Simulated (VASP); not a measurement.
# Mg3Co (Fm-3m) in VASP: further runs

Runs on Mg3Co. Level: PBE+D3(BJ). Tasks: single point.

Everything below comes from runs of VASP 6.6.1. Logs are shortened: lines on timing, memory, paths and dates and some standing lists are left out, and cuts for length are marked.

## (1) The cell of the first run

The structure is cubic, space group Fm-3m (No. 225). The conventional cell has a = 6.508 Å, b = 6.508 Å, c = 6.508 Å, α = 90.00°, β = 90.00°, γ = 90.00°. Mg (site symmetry -43m) has 10 Mg at 2.82 to 3.25 Å and 4 Co at 2.82 Å within 3.7 Å. Within 3.7 Å of Mg (site symmetry m-3m) lie 8 Mg at 2.82 Å and 6 Co at 3.25 Å. Co (site symmetry m-3m) has 14 Mg at 2.82 to 3.25 Å within 3.7 Å.

## (2) Single point, PBE+D3(BJ), collinear spin, zero start

INCAR reads:

```
PREC = Accurate
ENCUT = 520
EDIFF = 1E-6
ISMEAR = -1
SIGMA = 0.1
LREAL = False
LASPH = True
NELM = 150
ALGO = Normal
ISIF = 2
LWAVE = False
LCHARG = True
ISPIN = 2
MAGMOM = 0 0 0 0
LORBIT = 11
NUPDOWN = 0.0
LMAXMIX = 4
GGA = PE
IVDW = 12
LELF = True
LVHAR = True
NBANDS = 20
```

KPOINTS reads:

```
regular mesh
0
Gamma
  7 7 7
```

POSCAR reads:

```
Mg3Co
1.0
    0.0000000000      3.2541780000      3.2541780000
    3.2541780000      0.0000000000      3.2541780000
    3.2541780000      3.2541780000      0.0000000000
Mg Co
3 1
Direct
    0.2500000000      0.2500000000      0.2500000000
    0.5000000000      0.5000000000      0.5000000000
    0.7500000000      0.7500000000      0.7500000000
    0.0000000000      0.0000000000      0.0000000000
```

Potentials or basis: VASP PAW PBE potentials, release 64 (Mg, Co).

The run is started by

```sh
> cat potpaw_PBE.64/Mg/POTCAR potpaw_PBE.64/Co/POTCAR > POTCAR
> mpirun -np 1 vasp_std > vasp.out
```

OUTCAR:

```text
PREC = Accurate
   ENCUT = 520
   EDIFF = 1E-6
   ISMEAR = -1
   LREAL = False
   LASPH = True
   NELM = 150
   ISIF = 2
   ISPIN = 2
   LORBIT = 11
   NUPDOWN = 0.0
   GGA = PE
   IVDW = 12
 IVDW          = 12

 ion  position               nearest neighbor table
   1  0.250  0.250  0.250-   4 2.82   4 2.82   4 2.82   2 2.82   4 2.82   2 2.82   2 2.82   2 2.82
                             3 3.25   3 3.25   3 3.25   3 3.25   3 3.25   3 3.25
   2  0.500  0.500  0.500-   1 2.82   1 2.82   1 2.82   1 2.82   3 2.82   3 2.82   3 2.82   3 2.82
                             4 3.25   4 3.25   4 3.25   4 3.25   4 3.25   4 3.25
   3  0.750  0.750  0.750-   2 2.82   2 2.82   2 2.82   2 2.82   4 2.82   4 2.82   4 2.82   4 2.82
                             1 3.25   1 3.25   1 3.25   1 3.25   1 3.25   1 3.25
   4  0.000  0.000  0.000-   3 2.82   3 2.82   3 2.82   1 2.82   3 2.82   1 2.82   1 2.82   1 2.82
                             2 3.25   2 3.25   2 3.25   2 3.25   2 3.25   2 3.25

  LATTYP: Found a face centered cubic cell.
 ALAT       =     6.5083560000

  Lattice vectors:

 A1 = (   0.0000000000,   3.2541780000,   3.2541780000)
 A2 = (   3.2541780000,   0.0000000000,   3.2541780000)
 A3 = (   3.2541780000,   3.2541780000,   0.0000000000)

Analysis of symmetry for initial positions (statically):
=====================================================================
 Subroutine PRICEL returns:
 Original cell was already a primitive cell.

 Routine SETGRP: Setting up the symmetry group for a
 face centered cubic supercell.

 Subroutine GETGRP returns: Found 48 space group operations
 (whereof 48 operations were pure point group operations)
 out of a pool of 48 trial point group operations.

The static configuration has the point symmetry O_h .

Analysis of symmetry for dynamics (positions and initial velocities):
=====================================================================
 Subroutine PRICEL returns:
 Original cell was already a primitive cell.

 Routine SETGRP: Setting up the symmetry group for a
 face centered cubic supercell.

 Subroutine GETGRP returns: Found 48 space group operations
 (whereof 48 operations were pure point group operations)
 out of a pool of 48 trial point group operations.

The dynamic configuration has the point symmetry O_h .

Analysis of structural, dynamic, and magnetic symmetry:
=====================================================================
 Subroutine PRICEL returns:
 Original cell was already a primitive cell.

 Routine SETGRP: Setting up the symmetry group for a
 face centered cubic supercell.

 Subroutine GETGRP returns: Found 48 space group operations
 (whereof 48 operations were pure point group operations)
 out of a pool of 48 trial point group operations.

The overall configuration has the point symmetry O_h .

 Subroutine INISYM returns: Found 48 space group operations
 (whereof 48 operations are pure point group operations),
 and found     1 'primitive' translations

----------------------------------------------------------------------------------------

                                     Primitive cell

  volume of cell :      68.9214

  direct lattice vectors                    reciprocal lattice vectors
     0.000000000  3.254178000  3.254178000    -0.153648633  0.153648633  0.153648633
     3.254178000  0.000000000  3.254178000     0.153648633 -0.153648633  0.153648633
     3.254178000  3.254178000  0.000000000     0.153648633  0.153648633 -0.153648633

  length of vectors
     4.602102662  4.602102662  4.602102662     0.266127238  0.266127238  0.266127238

  position of ions in fractional coordinates (direct lattice)
     0.250000000  0.250000000  0.250000000
     0.500000000  0.500000000  0.500000000
     0.750000000  0.750000000  0.750000000
     0.000000000  0.000000000  0.000000000

  ion indices of the primitive-cell ions
   primitive index   ion index
                 1           1
                 2           2
                 3           3
                 4           4

----------------------------------------------------------------------------------------

 KPOINTS: regular mesh

Automatic generation of k-mesh.
 Grid dimensions read from file:
 generate k-points for:    7    7    7

 Generating k-lattice:

  Cartesian coordinates                     Fractional coordinates (reciprocal lattice)
    -0.021949805  0.021949805  0.021949805     0.142857143  0.000000000  0.000000000
     0.021949805 -0.021949805  0.021949805     0.000000000  0.142857143  0.000000000
     0.021949805  0.021949805 -0.021949805     0.000000000  0.000000000  0.142857143

  Length of vectors
     0.038018177  0.038018177  0.038018177

  Shift w.r.t. Gamma in fractional coordinates (k-lattice)
     0.000000000  0.000000000  0.000000000

 Subroutine IBZKPT returns following result:
 ===========================================

 Found     20 irreducible k-points:

 Following reciprocal coordinates:
            Coordinates               Weight
  0.000000  0.000000  0.000000      1.000000
  0.142857  0.000000  0.000000      8.000000
  0.285714  0.000000  0.000000      8.000000
  0.428571  0.000000  0.000000      8.000000
  0.142857  0.142857  0.000000      6.000000
  0.285714  0.142857  0.000000     24.000000
[... 12 lines left out ...]
 -0.428571  0.428571  0.142857     24.000000
 -0.285714  0.428571  0.142857     24.000000
   k-points           NKPTS =     20   k-points in BZ     NKDIM =     20   number of bands    NBANDS=     20
   number of dos      NEDOS =    301   number of ions     NIONS =      4
   total plane-waves  NPLWV =  46656
   dimension x,y,z NGX =    36 NGY =   36 NGZ =   36
   dimension x,y,z NGXF=    72 NGYF=   72 NGZF=   72
   ions per type =               3   1
   NGX,Y,Z   is equivalent  to a cutoff of  13.00, 13.00, 13.00 a.u.
   NGXF,Y,Z  is equivalent  to a cutoff of  26.01, 26.01, 26.01 a.u.
 SYSTEM =  unknown system
   PREC   = accura    normal or accurate (medium, high low for compatibility)
   ISTART =      0    job   : 0-new  1-cont  2-samecut
   ICHARG =      2    charge: 1-file 2-atom 10-const
   ISPIN  =      2    spin polarized calculation?
   LNONCOLLINEAR =      F non collinear calculations
   LSORBIT =      F    spin-orbit coupling
   LASPH  =      T    aspherical Exc in radial PAW
   ENCUT  =  520.0 eV  38.22 Ry    6.18 a.u.   8.56  8.56  8.56*2*pi/ulx,y,z
   NELM   =    150;   NELMIN=  2; NELMDL= -5     # of ELM steps
   EDIFF  = 0.1E-05   stopping-criterion for ELM
   LREAL  =      F    real-space projection
   EDIFFG = 0.1E-04   stopping-criterion for IOM
   NSW    =      0    number of steps for IOM
   IBRION =     -1    ionic relax: 0-MD 1-quasi-New 2-CG
   NFREE  =      0    steps in history (QN), initial steepest desc. (CG)
   ISIF   =      2    stress and relaxation
   ISYM   =      2    0-nonsym 1-usesym 2-fastsym
   POTIM  = 0.5000    time-step for ionic-motion
   TEBEG  =    0.0;   TEEND  =   0.0 temperature during run
   PSTRESS=    0.0 pullay stress
   NELECT =      15.0000    total number of electrons
   NUPDOWN=       0.0000    fix difference up-down
   EMIN   =  10.00;   EMAX   =-10.00  energy-range for DOS
   EFERMI =   0.00;   METHOD = LEGACY
   ISMEAR =    -1;   SIGMA  =   0.10  broadening in eV -4-tet -1-fermi 0-gaus
   EFERMI_NEDOS =   21; number of points for ismear=-14 and -15
   IALGO  =     38    algorithm
   IMIX   =      4    mixing-type and parameters
     AMIX     =   0.40;   BMIX     =  1.00
     AMIX_MAG =   1.60;   BMIX_MAG =  1.00
  volume/ion in A,a.u.               =      17.23       116.28
  Fermi-wavevector in a.u.,A,eV,Ry     =   0.984738  1.860885 13.193686  0.969709
  Thomas-Fermi vector in A             =   2.115993
   LORBIT       =     11    0 simple, 1 ext, 2 COOP (PROOUT), +10 PAW based schemes
   GGA     = PE    functional components
   LHFCALC =     F    Hartree Fock is set to
   AEXX    =    0.0000 exact exchange contribution
   IVDW    =    12    specifies the selected vdW correction
   LEPSILON=     F    determine dielectric tensor
   LRPA    =     F    only Hartree local field effects (RPA)
 spin polarized calculation
  energy-cutoff  :      520.00
  volume of cell :       68.92
 maximum number of plane-waves:      1874
 NGX is ok and might be reduce to    36
   NGX = 17   NGY = 17   NGZ = 17

 number of electron      15.0000002 magnetization       0.0000000

 number of electron      15.0000002 magnetization      -0.0000000

 Free energy of the ion-electron system (eV)
  ---------------------------------------------------
  ext. energy  EPLUGINS =         0.00000000
  ---------------------------------------------------
  free energy    TOTEN  =       -10.93762576 eV

  energy without entropy =      -10.83196917  energy(sigma->0) =      -10.88479746

 E-fermi :   4.1370     XC(G=0):  -9.7643

 val. band max:        4.0844953903   @ k =  -0.4286   0.4286   0.1429
 cond. band min:       4.1510172927   @ k =   0.4286   0.2857   0.0000
 fundamental gap:      0.0665219024
 Fermi energy:         4.1370008253

 spin component 1

 k-point     1 :       0.0000    0.0000    0.0000
  band No.  band energies     occupation
      1      -3.2857      1.00000
      2       2.9825      0.99999
      3       2.9825      0.99999
      4       2.9825      0.99999
      5       3.3937      0.99941
      6       3.3937      0.99941
[... 11 lines left out ...]
     18      10.6425      0.00000
     19      10.6425      0.00000

 k-point     2 :       0.1429    0.0000    0.0000
  band No.  band energies     occupation
      1      -3.0649      1.00000
      2       2.7606      1.00000
      3       3.0081      0.99999
      4       3.0081      0.99999
      5       3.3578      0.99959
      6       3.3578      0.99959
[... 388 lines left out ...]
 k-point    20 :      -0.2857    0.4286    0.1429
  band No.  band energies     occupation
      1       0.3388      1.00000
      2       0.7357      1.00000
      3       0.8792      1.00000
      4       2.0342      1.00000
      5       3.3720      0.99952
      6       3.5106      0.99810
[... 11 lines left out ...]
     18      15.2315      0.00000
     19      16.8196      0.00000
 Fermi energy:         4.1369980867

 spin component 2

 k-point     1 :       0.0000    0.0000    0.0000
  band No.  band energies     occupation
      1      -3.2857      1.00000
      2       2.9824      0.99999
      3       2.9824      0.99999
      4       2.9825      0.99999
      5       3.3937      0.99941
      6       3.3937      0.99941
[... 11 lines left out ...]
     18      10.6425      0.00000
     19      10.6425      0.00000

 k-point     2 :       0.1429    0.0000    0.0000
  band No.  band energies     occupation
      1      -3.0649      1.00000
      2       2.7606      1.00000
      3       3.0081      0.99999
      4       3.0081      0.99999
      5       3.3578      0.99959
      6       3.3578      0.99959
[... 388 lines left out ...]
 k-point    20 :      -0.2857    0.4286    0.1429
  band No.  band energies     occupation
      1       0.3388      1.00000
      2       0.7357      1.00000
      3       0.8792      1.00000
      4       2.0342      1.00000
      5       3.3720      0.99952
      6       3.5106      0.99810
[... 11 lines left out ...]
     18      15.2315      0.00000
     19      16.8196      0.00000
 [bands above 19 left out]

------------------------ aborting loop because EDIFF is reached ----------------------------------------

 Edisp (eV)   -1.37259

 E8    (eV) :    -0.5997

  FORCE on cell =-STRESS in cart. coord.  units (eV):
  Direction    XX          YY          ZZ          XY          YZ          ZX
  --------------------------------------------------------------------------------------
  -------------------------------------------------------------------------------------
  Total      -1.40220    -1.40220    -1.40220     0.00000    -0.00000    -0.00000
  in kB     -32.59616   -32.59616   -32.59616     0.00000    -0.00000    -0.00000
  external pressure =      -32.60 kB  Pullay stress =        0.00 kB

 VOLUME and BASIS-vectors are now :
 -----------------------------------------------------------------------------
  energy-cutoff  :      520.00
  volume of cell :       68.92
      direct lattice vectors                 reciprocal lattice vectors
     0.000000000  3.254178000  3.254178000    -0.153648633  0.153648633  0.153648633
     3.254178000  0.000000000  3.254178000     0.153648633 -0.153648633  0.153648633
     3.254178000  3.254178000  0.000000000     0.153648633  0.153648633 -0.153648633

 POSITION                                       TOTAL-FORCE (eV/Angst)
 -----------------------------------------------------------------------------------
      1.62709      1.62709      1.62709        -0.000000     -0.000000     -0.000000
      3.25418      3.25418      3.25418         0.000000      0.000000     -0.000000
      4.88127      4.88127      4.88127         0.000000      0.000000      0.000000
      0.00000      0.00000      0.00000         0.000000      0.000000     -0.000000
 -----------------------------------------------------------------------------------
    total drift:                               -0.000000      0.000000      0.000000

  FREE ENERGIE OF THE ION-ELECTRON SYSTEM (eV)
  ---------------------------------------------------
  free  energy   TOTEN  =       -12.3102115934 eV

  energy  without entropy=      -12.2045550126  energy(sigma->0) =      -12.25738330

 total charge

# of ion       s       p       d       tot
------------------------------------------
    1        0.210   0.162   0.022   0.394
    2        0.212   0.162   0.019   0.393
    3        0.210   0.162   0.022   0.394
    4        0.402   0.235   7.376   8.014
--------------------------------------------------
tot          1.035   0.721   7.440   9.195

 magnetization (x)

# of ion       s       p       d       tot
------------------------------------------
    1        0.000   0.000   0.000   0.000
    2        0.000   0.000   0.000   0.000
    3        0.000   0.000   0.000   0.000
    4        0.000   0.000  -0.000  -0.000
--------------------------------------------------
tot          0.000   0.000  -0.000  -0.000
```

It took 44 s on 1 thread of Intel Xeon Platinum 8488C (Sapphire Rapids), shared host; peak memory 0.26 GiB.

Results:

- Free energy: -12.3102 eV
- Pressure: -3.3 GPa
- Net moment: 0.00 μB per cell
- Valence electrons inside the program's atomic spheres: Mg 0.39; Co 8.01
- Dispersion energy per atom: -0.343 eV

Caveat: the total moment is fixed, so each spin has its own Fermi level.

[end of part 1 of 3]
